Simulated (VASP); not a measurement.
# H23C2NO10 in VASP: notebook, part 3 of 4

VASP 6.6.1. The steps go on from the part before.

**5. Single point, LDA**

This run uses another cell than the first one, of 11.83 Å³/atom, 2.025 times its volume.

The input, INCAR:

```
SYSTEM = H23C2NO10
PREC = Accurate
ENCUT = 520
EDIFF = 1E-6
ISMEAR = -1
SIGMA = 0.02
LREAL = Auto
LASPH = .True.
NELM = 120
ALGO = Normal
ISIF = 2
LWAVE = .False.
LCHARG = .False.
NBANDS = 72
GGA_COMPAT = .False.
```

The input, KPOINTS:

```
Automatic mesh
0
Gamma
  1 1 1
  0 0 0
```

The input, POSCAR:

```
H23C2NO10
1.0
    7.5225990000      0.0000000000      0.0000000000
    0.0000000000      7.5225990000      0.0000000000
    0.0000000000      0.0000000000      7.5225990000
O H C N
10 23 2 1
Direct
   -0.0140642882      1.0255232267      0.8437775295
    0.6874751665      0.8904236421      0.6123947322
    0.4385319489      0.0549809979      0.1692500159
    0.7296813242      0.1995321032      0.0244197517
    0.1670034519      0.4215830194      0.1400978571
    0.2293356325      0.1695291747      0.4514796017
    0.3247149024      0.2759950384      0.8584001354
    0.8424747883      0.9133545467      0.1675883561
    0.8141733994      0.5545157997      0.9461756502
    0.8774361095      0.1929918104      0.5575067872
   -0.0450642125      1.0857284829      0.7292293528
    0.0433094998      0.9163056545      0.8032596181
    0.6321086635      0.8823413291      0.7278468519
    0.6462925912      0.8147051305      0.5187967616
    0.4171297712     -0.0161247462      0.0671576406
    0.5168825296      0.1481535836      0.1304469373
    0.7737086611      0.1017866299      0.1020657887
    0.7753304410      0.1631218147     -0.0940765286
    0.2540877162      0.3654056264      0.0651237691
    0.0623454740      0.4073725052      0.0746683427
    0.2039720581      0.2597240661      0.3570175680
    0.2973573362      0.0777125034      0.3804137373
    0.4002340149      0.3481376583      0.7805812858
    0.2280993577      0.2467099469      0.7742935653
    0.7873209778      0.8264430950      0.0918565512
    0.9414831231      0.9433973551      0.0848908735
    0.7316221428      0.5376333366      0.8466089978
    0.7663441850      0.4416026961      1.0145961522
    0.8236647999      0.0778587294      0.5091325485
    0.9975807563      0.1857070941      0.5001329992
    0.5447718269      0.5660277784      0.2601760376
    0.7377503440      0.4489139990      0.3268684134
    0.5228512114      0.3360008954      0.3054529425
    0.5843060357      0.4644405477      0.3435514774
    0.5476431749      0.5068328114      0.5269322478
    0.5389759576      0.5424056234      0.6741287154
```

Potentials or basis: VASP PAW LDA potentials, release 64 (O, H, C, N).

Started as:

```sh
cat potpaw_LDA.64/O/POTCAR potpaw_LDA.64/H/POTCAR potpaw_LDA.64/C/POTCAR potpaw_LDA.64/N/POTCAR > POTCAR
mpirun -np 1 vasp_gam > vasp.out
```

OUTCAR:

```text
SYSTEM = H23C2NO10
   PREC = Accurate
   ENCUT = 520
   EDIFF = 1E-6
   ISMEAR = -1
   LREAL = Auto
   LASPH = .True.
   NELM = 120
   ISIF = 2

 ion  position               nearest neighbor table
   1  0.986  0.026  0.844-  12 0.98  11 1.00
   2  0.687  0.890  0.612-  14 0.96  13 0.97
   3  0.439  0.055  0.169-  15 0.95  16 0.96
   4  0.730  0.200  0.024-  18 0.99  17 1.00
   5  0.167  0.422  0.140-  20 0.93  19 0.96
   6  0.229  0.170  0.451-  21 1.00  22 1.01
   7  0.325  0.276  0.858-  23 0.98  24 0.99
   8  0.842  0.913  0.168-  25 0.96  26 1.00
   9  0.814  0.555  0.946-  27 0.98  28 1.06
  10  0.877  0.193  0.558-  30 1.00  29 1.02
  11  0.955  0.086  0.729-   1 1.00
  12  0.043  0.916  0.803-   1 0.98
  13  0.632  0.882  0.728-   2 0.97
  14  0.646  0.815  0.519-   2 0.96
  15  0.417  0.984  0.067-   3 0.95
  16  0.517  0.148  0.130-   3 0.96
[... 15 lines left out ...]
  32  0.738  0.449  0.327-  34 1.17
  33  0.523  0.336  0.305-  34 1.11
  34  0.584  0.464  0.344-  31 1.03  33 1.11  32 1.17  35 1.44
  35  0.548  0.507  0.527-  36 1.14  34 1.44
  36  0.539  0.542  0.674-  35 1.14

  LATTYP: Found a simple cubic cell.
 ALAT       =     7.5225990000

  Lattice vectors:

 A1 = (   7.5225990000,   0.0000000000,   0.0000000000)
 A2 = (   0.0000000000,   7.5225990000,   0.0000000000)
 A3 = (   0.0000000000,   0.0000000000,   7.5225990000)

Analysis of symmetry for initial positions (statically):
=====================================================================
 Subroutine PRICEL returns:
 Original cell was already a primitive cell.

 Routine SETGRP: Setting up the symmetry group for a
 simple cubic supercell.

 Subroutine GETGRP returns: Found  1 space group operations
 (whereof  1 operations were pure point group operations)
 out of a pool of 48 trial point group operations.

The static configuration has the point symmetry C_1 .

Analysis of symmetry for dynamics (positions and initial velocities):
=====================================================================
 Subroutine PRICEL returns:
 Original cell was already a primitive cell.

 Routine SETGRP: Setting up the symmetry group for a
 simple cubic supercell.

 Subroutine GETGRP returns: Found  1 space group operations
 (whereof  1 operations were pure point group operations)
 out of a pool of 48 trial point group operations.

The dynamic configuration has the point symmetry C_1 .

 Subroutine INISYM returns: Found  1 space group operations
 (whereof  1 operations are pure point group operations),
 and found     1 'primitive' translations

----------------------------------------------------------------------------------------

                                     Primitive cell

  volume of cell :     425.7001

  direct lattice vectors                    reciprocal lattice vectors
     7.522599000  0.000000000  0.000000000     0.132932780  0.000000000  0.000000000
     0.000000000  7.522599000  0.000000000     0.000000000  0.132932780  0.000000000
     0.000000000  0.000000000  7.522599000     0.000000000  0.000000000  0.132932780

  length of vectors
     7.522599000  7.522599000  7.522599000     0.132932780  0.132932780  0.132932780

  position of ions in fractional coordinates (direct lattice)
     0.985935712  0.025523227  0.843777530
     0.687475167  0.890423642  0.612394732
     0.438531949  0.054980998  0.169250016
     0.729681324  0.199532103  0.024419752
     0.167003452  0.421583019  0.140097857
     0.229335633  0.169529175  0.451479602
[... 28 lines left out ...]
     0.547643175  0.506832811  0.526932248
     0.538975958  0.542405623  0.674128715

  ion indices of the primitive-cell ions
   primitive index   ion index
                 1           1
                 2           2
                 3           3
                 4           4
                 5           5
                 6           6
[... 28 lines left out ...]
                35          35
                36          36

----------------------------------------------------------------------------------------

[... 47 lines left out ...]
   TEBEG  =    0.0;   TEEND  =   0.0 temperature during run
   PSTRESS=    0.0 pullay stress
   NELECT =      96.0000    total number of electrons
   NUPDOWN=      -1.0000    fix difference up-down
   EMIN   =  10.00;   EMAX   =-10.00  energy-range for DOS
   EFERMI =   0.00;   METHOD = LEGACY
   ISMEAR =    -1;   SIGMA  =   0.02  broadening in eV -4-tet -1-fermi 0-gaus
   EFERMI_NEDOS =   21; number of points for ismear=-14 and -15
   IALGO  =     38    algorithm
   IMIX   =      4    mixing-type and parameters
     AMIX     =   0.40;   BMIX     =  1.00
     AMIX_MAG =   1.60;   BMIX_MAG =  1.00
  volume/ion in A,a.u.               =      11.83        79.80
  Fermi-wavevector in a.u.,A,eV,Ry     =   0.996469  1.883054 13.509924  0.992951
  Thomas-Fermi vector in A             =   2.128560
   LORBIT       =      0    0 simple, 1 ext, 2 COOP (PROOUT), +10 PAW based schemes
   GGA     = CA    functional components
   LHFCALC =     F    Hartree Fock is set to
   AEXX    =    0.0000 exact exchange contribution
   IVDW    =     0    specifies the selected vdW correction
   LEPSILON=     F    determine dielectric tensor
   LRPA    =     F    only Hartree local field effects (RPA)
 non-spin polarized calculation
  energy-cutoff  :      520.00
  volume of cell :      425.70
 maximum number of plane-waves:      5730
 NGX is ok and might be reduce to    54
   NGX = 27   NGY = 27   NGZ = 27

 number of electron      96.0000005 magnetization

 Free energy of the ion-electron system (eV)
  ---------------------------------------------------
  ext. energy  EPLUGINS =         0.00000000
  ---------------------------------------------------
  free energy    TOTEN  =      -192.12033254 eV

  energy without entropy =     -192.12033254  energy(sigma->0) =     -192.12033254

 E-fermi :  -3.5257     XC(G=0):  -6.7228

 val. band max:       -4.0337390856   @ k =   0.0000   0.0000   0.0000
 cond. band min:       0.2903289012   @ k =   0.0000   0.0000   0.0000
 fundamental gap:      4.3240679868
 Fermi energy:        -3.5257211770

 k-point     1 :       0.0000    0.0000    0.0000
  band No.  band energies     occupation
      1     -23.0615      2.00000
      2     -22.6163      2.00000
      3     -22.5582      2.00000
      4     -22.3678      2.00000
      5     -22.2022      2.00000
      6     -22.0134      2.00000
[... 52 lines left out ...]
     59       4.5686      0.00000
     60       4.8654      0.00000
 [bands above 60 left out]

------------------------ aborting loop because EDIFF is reached ----------------------------------------

  FORCE on cell =-STRESS in cart. coord.  units (eV):
  Direction    XX          YY          ZZ          XY          YZ          ZX
  --------------------------------------------------------------------------------------
  -------------------------------------------------------------------------------------
  Total        0.9512336     -0.8542877      1.3991757      0.5993046     -0.2777593      2.2696705
  in kB        3.5800907     -3.2152221      5.2659789      2.2555604     -1.0453830      8.5421984
  external PRESSURE =       1.8769492 kB  Pullay stress =       0.0000000 kB

 VOLUME and BASIS-vectors are now :
 -----------------------------------------------------------------------------
  energy-cutoff  :      520.00
  volume of cell :      425.70
      direct lattice vectors                 reciprocal lattice vectors
     7.522599000  0.000000000  0.000000000     0.132932780  0.000000000  0.000000000
     0.000000000  7.522599000  0.000000000     0.000000000  0.132932780  0.000000000
     0.000000000  0.000000000  7.522599000     0.000000000  0.000000000  0.132932780

 POSITION                                       TOTAL-FORCE (eV/Angst)
 -----------------------------------------------------------------------------------
      7.41680      0.19200      6.34740         0.600471     -0.499222      0.394941
      5.17160      6.69830      4.60680         1.413041      1.430153     -0.288591
      3.29890      0.41360      1.27320        -0.836770     -0.394353      2.068680
      5.48910      1.50100      0.18370        -0.355431      1.107409     -0.630562
      1.25630      3.17140      1.05390         1.240612      0.516533      2.684612
      1.72520      1.27530      3.39630         0.044002     -0.112579     -0.749791
[... 28 lines left out ...]
      4.11970      3.81270      3.96390         0.732876     -0.876330     -2.658778
      4.05450      4.08030      5.07120        -0.405498      0.339625      2.152373
 -----------------------------------------------------------------------------------
    total drift:                                0.003879     -0.003419      0.012575

  FREE ENERGIE OF THE ION-ELECTRON SYSTEM (eV)
  ---------------------------------------------------
  free  energy   TOTEN  =      -192.1203325427 eV

  energy  without entropy=     -192.1203325427  energy(sigma->0) =     -192.12033254
```

Wall time 45 s (1 thread of Intel Xeon Platinum 8124M at 3.00GHz (Skylake/Cascade Lake), shared host); peak memory 0.32 GiB.

Results:

```
Free energy            : -192.1203 eV
Pressure               : 0.2 GPa
Largest force          : 3.433 eV/Å
Band gap on the k mesh : 4.32 eV
```

Forces on the atoms (eV/Å):
```
O    0.600 -0.499  0.395
O    1.413  1.430 -0.289
O   -0.837 -0.394  2.069
O   -0.355  1.107 -0.631
O    1.241  0.517  2.685
O    0.044 -0.113 -0.750
O   -0.286 -0.214 -0.549
O    1.034  0.719  0.140
O   -1.063 -1.780  1.460
O    0.150 -1.455 -0.837
H   -0.461  0.588 -0.501
H   -0.085 -0.144  0.094
H   -0.493 -0.598 -0.134
H   -0.736 -0.646  0.113
H   -0.368 -0.525 -1.089
H    0.971  0.706 -0.913
H    0.081 -0.535  0.376
H   -0.143  0.194  0.488
H    0.925 -0.643 -1.192
H   -2.273 -0.011 -1.274
H    0.087  0.035 -0.064
H   -0.363  0.696  0.286
H    0.469  0.371  0.158
H    0.007 -0.312  0.428
H   -0.803 -1.307 -0.413
H    0.160  0.152  0.298
H   -0.092  0.563 -0.675
H    1.125  1.246 -0.674
H   -0.159  0.996  0.868
H    0.249  0.245  0.116
H   -0.972  1.844 -1.691
H   -1.556  0.049  0.372
H   -0.056  0.269  0.161
C    2.216 -2.016  1.675
C    0.733 -0.876 -2.659
N   -0.405  0.340  2.152
```

Stress tensor (GPa, compression positive):
```
 0.36  0.23  0.85
 0.23 -0.32 -0.10
 0.85 -0.10  0.53
```

Levels at points of the mesh, in eV from the valence-band top:
```
           k point  band 45  band 46  band 47  band 48  band 49  band 50  band 51  band 52
(0.00, 0.00, 0.00)    -0.49    -0.28    -0.14     0.00     4.32     5.32     5.51     6.78
```

Caveat: the k points lie up to 0.84 Å⁻¹ apart.

[end of part 3 of 4]
